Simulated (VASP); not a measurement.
Here is a VASP 6.6.1 calculation.

INCAR

```
SYSTEM = Be3Te2O
PREC     = Accurate       ! precision mode
ENCUT    = 600            ! plane-wave cutoff, eV
EDIFF    = 1E-6           ! SCF threshold, eV
ISMEAR   = 0              ! smearing method
SIGMA    = 0.02           ! smearing width, eV
LREAL    = .FALSE.        ! projectors in reciprocal space
LASPH    = .TRUE.         ! aspherical terms in the spheres
NELM     = 60             ! most SCF steps
ALGO     = Normal         ! electronic algorithm
ISIF     = 3              ! what is computed and relaxed
LWAVE    = .FALSE.        ! write WAVECAR
LCHARG   = .FALSE.        ! write CHGCAR
GGA      = PE             ! functional
IBRION   = 2              ! ionic algorithm
NSW      = 100            ! ionic steps
EDIFFG   = -0.01          ! ionic threshold
```

KPOINTS

```
Automatic mesh
0
G
  6 6 8
  0 0 0
```

POSCAR

```
Be3Te2O
1.0
    3.0785833212     -5.3946758228      0.0000000000
    3.0785833212      5.3946758228      0.0000000000
   -2.2177457833      0.0000000000      3.3585316365
Be Te O
3 2 1
Direct
    0.9218146869      0.6694444026      0.7570771609
    0.6694444026      0.9218146869      0.7570771609
    0.2162978125      0.2162978125      0.9021802578
    0.6764636014      0.3448129321      0.0087166344
    0.3448129321      0.6764636014      0.0087166344
    0.9512029068      0.9512029068      0.8473239523
```

Potentials or basis: VASP PAW PBE potentials, release 64 (Be, Te, O).

Launch:

```bash
$ cat potpaw_PBE.64/Be/POTCAR potpaw_PBE.64/Te/POTCAR potpaw_PBE.64/O/POTCAR > POTCAR
$ mpirun -np 1 vasp_std > vasp.out
```

Problem. Predict the relaxed cell.

Solution. a = 6.215 Å, b = 6.215 Å, c = 4.025 Å, α = 105.84°, β = 105.84°, γ = 120.59°.

Problem. Estimate the relaxed volume.

Solution. 18.62 Å³/atom.

Forces on the atoms (eV/Å):
```
Be   0.000  0.005  0.000
Be   0.000 -0.005  0.000
Be   0.001  0.000  0.003
Te   0.000 -0.005 -0.003
Te   0.000  0.005 -0.003
O   -0.003  0.000  0.002
```
